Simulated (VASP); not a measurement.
# ZnSe (F-43m) in VASP: notebook

The runs below take ZnSe through elastic constants, with PBEsol.

Everything below comes from runs of VASP 6.6.1. Logs are shortened: lines on timing, memory, paths and dates and some standing lists are left out, and cuts for length are marked.

## 1. The cell of the first run

It takes space group F-43m (No. 216, cubic). Conventional cell: a = 5.633 Å, b = 5.633 Å, c = 5.633 Å, α = 90.00°, β = 90.00°, γ = 90.00°. Within 3.2 Å of Zn (site symmetry -43m) lie 4 Se at 2.44 Å. Within 3.2 Å of Se (site symmetry -43m) lie 4 Zn at 2.44 Å.

## 2. Elastic constants, PBEsol

Contents of INCAR:

```
SYSTEM = ZnSe
PREC = Accurate
ENCUT = 600
EDIFF = 1E-8
ISMEAR = 0
SIGMA = 0.01
LREAL = .False.
LASPH = .True.
NELM = 60
ALGO = Normal
ISIF = 3
LWAVE = .False.
LCHARG = .True.
GGA = PS
IBRION = 6
NFREE = 2
POTIM = 0.015
NSW = 1
```

Contents of KPOINTS:

```
regular mesh
0
Gamma
  8 8 8
  0 0 0
```

Contents of POSCAR:

```
ZnSe
1.0
    0.0000000000      2.8165937340      2.8165937340
    2.8165937340      0.0000000000      2.8165937340
    2.8165937340      2.8165937340      0.0000000000
Zn Se
1 1
Direct
    0.0000000000      0.0000000000      0.0000000000
    0.7500000000      0.7500000000      0.7500000000
```

Potentials or basis: VASP PAW PBE potentials, release 64 (Zn, Se).

On the command line:

```
cat potpaw_PBE.64/Zn/POTCAR potpaw_PBE.64/Se/POTCAR > POTCAR
mpirun -np 1 vasp_std > vasp.out
```

OUTCAR:

```text
SYSTEM = ZnSe
   PREC = Accurate
   ENCUT = 600
   EDIFF = 1E-8
   ISMEAR = 0
   LREAL = .False.
   LASPH = .True.
   NELM = 60
   ISIF = 3
   GGA = PS
   IBRION = 6
   NFREE = 2
   POTIM = 0.015
   NSW = 1

 ion  position               nearest neighbor table
   1  0.000  0.000  0.000-   2 2.44   2 2.44   2 2.44   2 2.44
   2  0.750  0.750  0.750-   1 2.44   1 2.44   1 2.44   1 2.44

  LATTYP: Found a face centered cubic cell.
 ALAT       =     5.6331874680

  Lattice vectors:

 A1 = (   0.0000000000,   2.8165937340,   2.8165937340)
 A2 = (   2.8165937340,   0.0000000000,   2.8165937340)
 A3 = (   2.8165937340,   2.8165937340,   0.0000000000)

Analysis of symmetry for initial positions (statically):
=====================================================================
 Subroutine PRICEL returns:
 Original cell was already a primitive cell.

 Routine SETGRP: Setting up the symmetry group for a
 face centered cubic supercell.

 Subroutine GETGRP returns: Found 24 space group operations
 (whereof 24 operations were pure point group operations)
 out of a pool of 48 trial point group operations.

The static configuration has the point symmetry T_d .

Analysis of symmetry for dynamics (positions and initial velocities):
=====================================================================
 Subroutine PRICEL returns:
 Original cell was already a primitive cell.

 Routine SETGRP: Setting up the symmetry group for a
 face centered cubic supercell.

 Subroutine GETGRP returns: Found 24 space group operations
 (whereof 24 operations were pure point group operations)
 out of a pool of 48 trial point group operations.

The dynamic configuration has the point symmetry T_d .

 Subroutine INISYM returns: Found 24 space group operations
 (whereof 24 operations are pure point group operations),
 and found     1 'primitive' translations
[... 353 lines left out ...]
      9       1.6632      2.00000
     10       2.8900      0.00000
     11       7.3603      0.00000
     12       7.3714      0.00000
     13       7.3840      0.00000
[... 354 lines left out ...]
  band No.  band energies     occupation
      1     -10.7939      2.00000
      2      -4.8786      2.00000
      3      -4.8402      2.00000
      4      -4.6281      2.00000
      5      -4.5840      2.00000
      6      -4.3715      2.00000
      7      -3.3788      2.00000
      8      -0.8554      2.00000
      9       0.1064      2.00000
     10       5.8496      0.00000
     11       7.0395      0.00000
     12       9.0370      0.00000
     13      10.2649      0.00000

 [... further k-points ...]
[... 5 lines left out ...]
  --------------------------------------------------------------------------------------
  -------------------------------------------------------------------------------------
  Total        0.0736407      0.0754073      0.0754073      0.0000000     -0.0879216      0.0000000
  in kB        2.6401320      2.7034671      2.7034671      0.0000000     -3.1521276      0.0000000
  external PRESSURE =       2.6823554 kB  Pullay stress =       0.0000000 kB
[... 17 lines left out ...]
  FREE ENERGIE OF THE ION-ELECTRON SYSTEM (eV)
  ---------------------------------------------------
  free  energy   TOTEN  =        -6.7723121867 eV

  energy  without entropy=       -6.7723121867  energy(sigma->0) =       -6.77231219

 INTERNAL STRAIN TENSORS FROM STRAINED CELLS
 ============================================

 INTERNAL STRAIN TENSOR FOR ION    1 for displacements in x,y,z  (eV/Angst):
          X           Y           Z          XY          YZ          ZX
  --------------------------------------------------------------------------------
  x     0.00000    -0.00000    -0.00000    -0.00000    -5.87394     0.00000
  y     0.00000     0.00000    -0.00000    -0.00000     0.00000    -5.87409
  z    -0.00000    -0.00000     0.00000    -5.87413    -0.00000    -0.00000

 INTERNAL STRAIN TENSORS FROM DISPLACED ATOMS
 ============================================

 INTERNAL STRAIN TENSOR FOR ION    1 for displacements in x,y,z  (eV/Angst):
          X           Y           Z          XY          YZ          ZX
  --------------------------------------------------------------------------------
  x     0.00000     0.00000     0.00000     0.00000    -5.86713     0.00000
  y     0.00000     0.00000     0.00000     0.00000     0.00000    -5.86713
  z     0.00000     0.00000     0.00000    -5.86713     0.00000     0.00000

 INTERNAL STRAIN TENSOR FOR ION    2 for displacements in x,y,z  (eV/Angst):
          X           Y           Z          XY          YZ          ZX
  --------------------------------------------------------------------------------
  x    -0.00000    -0.00000    -0.00000     0.00000     5.86637     0.00000
  y     0.00000    -0.00000     0.00000     0.00000     0.00000     5.86637
  z    -0.00000    -0.00000    -0.00000     5.86637     0.00000     0.00000

 Eigenvectors and eigenvalues of the dynamical matrix
 ----------------------------------------------------

   1 f  =    6.296422 THz    39.561589 2PiTHz  210.026044 cm-1    26.039899 meV
             X         Y         Z           dx          dy          dz
      0.000000  0.000000  0.000000     0.000000   -0.000000    0.738293
      4.224891  4.224891  4.224891     0.000000    0.000000   -0.674480
[... 21 lines left out ...]
   6 f/i=    0.012189 THz     0.076585 2PiTHz    0.406577 cm-1     0.050409 meV
             X         Y         Z           dx          dy          dz
      0.000000  0.000000  0.000000     0.620396   -0.181612    0.192482
      4.224891  4.224891  4.224891     0.679092   -0.198795    0.210693

--------------------------------------------------------------------------------------------------------

 ELASTIC MODULI CONTR FROM IONIC RELAXATION (kBar)
 Direction    XX          YY          ZZ          XY          YZ          ZX
 --------------------------------------------------------------------------------
 XX          -0.0000     -0.0000     -0.0000      0.0000      0.0000     -0.0000
 YY          -0.0000     -0.0000     -0.0000      0.0000      0.0000      0.0000
 ZZ          -0.0000     -0.0000     -0.0000      0.0000      0.0000     -0.0000
 XY           0.0000      0.0000      0.0000   -212.5959     -0.0000     -0.0000
 YZ           0.0000      0.0000      0.0000     -0.0000   -212.5959      0.0000
 ZX          -0.0000      0.0000     -0.0000     -0.0000      0.0000   -212.5959
 --------------------------------------------------------------------------------

 TOTAL ELASTIC MODULI (kBar)
 Direction    XX          YY          ZZ          XY          YZ          ZX
 --------------------------------------------------------------------------------
 XX         894.3738    539.5509    539.5509     -0.0000      0.0000     -0.0000
 YY         539.5509    894.3738    539.5509      0.0000      0.0000      0.0000
 ZZ         539.5509    539.5509    894.3738      0.0000      0.0000     -0.0000
 XY          -0.0000      0.0000      0.0000    394.2775     -0.0000     -0.0000
 YZ           0.0000      0.0000      0.0000     -0.0000    394.2775      0.0000
 ZX          -0.0000      0.0000     -0.0000     -0.0000      0.0000    394.2775
 --------------------------------------------------------------------------------
```

stdout:

```text
POSCAR found type information on POSCAR ZnSe
 POSCAR found :  2 types and       2 ions
 scaLAPACK will be used
 -----------------------------------------------------------------------------
|                                                                             |
|                                                                             |
|     You enforced a specific xc type in the INCAR file but a different       |
|     I HOPE YOU KNOW WHAT YOU ARE DOING!                                     |
|                                                                             |
[... 33 lines left out ...]
 Finite differences progress:
 bond charge predicted
 Finite differences progress:
 bond charge predicted
 Finite differences progress:
 bond charge predicted
 Finite differences progress:
 bond charge predicted
 Finite differences progress:
 bond charge predicted
 Finite differences progress:
```

It took 18 min on 1 thread of AMD EPYC 7R13, shared host; peak memory 0.35 GiB.

Results:

| Item | Value |
| --- | --- |
| Elastic constants C11, C12, C44 | 89, 54, 39 GPa |
| Voigt bulk modulus | 66 GPa |
| Highest phonon frequency at Γ, LO-TO splitting left out | 210 cm⁻¹ |

Phonon frequencies in cm⁻¹ (negative: imaginary):
```
              q point        frequencies
(0.000, 0.000, 0.000)  0 0 0 210 210 210
```

Elastic tensor in Voigt notation (GPa, in the Cartesian axes of the cell as first typed):
```
89 54 54  0  0  0
54 89 54  0  0  0
54 54 89  0  0  0
 0  0  0 39  0  0
 0  0  0  0 39  0
 0  0  0  0  0 39
```

Clamped-ion elastic tensor (GPa):
```
89 54 54  0  0  0
54 89 54  0  0  0
54 54 89  0  0  0
 0  0  0 61  0  0
 0  0  0  0 61  0
 0  0  0  0  0 61
```

Caveat: the PAW data sets were made with another functional, which shifts forces and pressure a little.

## 3. Elastic constants, PBEsol

This run uses another cell than the first one, of 19.05 Å³/atom.

Contents of INCAR:

```
PREC = Accurate ; ENCUT = 600
EDIFF = 1E-8 ; ISMEAR = 0
SIGMA = 0.01 ; LREAL = False
LASPH = True ; NELM = 80
ALGO = Normal ; ISIF = 3
LWAVE = False ; LCHARG = False
GGA = PS ; IBRION = 6
NFREE = 2 ; POTIM = 0.015
NSW = 1
```

Contents of KPOINTS:

```
regular mesh
0
Gamma
  8 8 8
```

Contents of POSCAR:

```
ZnSe
1.0
    0.0000000000      2.6705529421      2.6705529421
    2.6705529421      0.0000000000      2.6705529421
    2.6705529421      2.6705529421      0.0000000000
Zn Se
1 1
Direct
    0.0000000000      0.0000000000      0.0000000000
    0.7500000000      0.7500000000      0.7500000000
```

Potentials or basis: VASP PAW PBE potentials, release 64 (Zn, Se).

On the command line:

```
cat potpaw_PBE.64/Zn/POTCAR potpaw_PBE.64/Se/POTCAR > POTCAR
mpirun -np 1 vasp_std > vasp.out
```

Wall time 11 min (1 thread of Intel Xeon Platinum 8488C (Sapphire Rapids), shared host); peak memory 0.31 GiB.

Results (log left out):

| Quantity | Value |
| --- | --- |
| Elastic constants C11, C12, C44 | 131, 105, 36 GPa |
| Voigt bulk modulus | 114 GPa |
| Highest phonon frequency at Γ, LO-TO splitting left out | 273 cm⁻¹ |

Phonon frequencies in cm⁻¹ (negative: imaginary):
```csv
q point,frequencies
"(0.000, 0.000, 0.000)",0 0 0 273 273 273
```

Elastic tensor in Voigt notation (GPa, in the Cartesian axes of the cell as first typed):
```
131 105 105   0   0   0
105 131 105   0   0   0
105 105 131   0   0   0
  0   0   0  36   0   0
  0   0   0   0  36   0
  0   0   0   0   0  36
```

Clamped-ion elastic tensor (GPa):
```
131 105 105   0   0   0
105 131 105   0   0   0
105 105 131   0   0   0
  0   0   0 108   0   0
  0   0   0   0 108   0
  0   0   0   0   0 108
```

Caveat: the cell is under stress, which shifts elastic constants; the PAW data sets were made with another functional, which shifts forces and pressure a little.
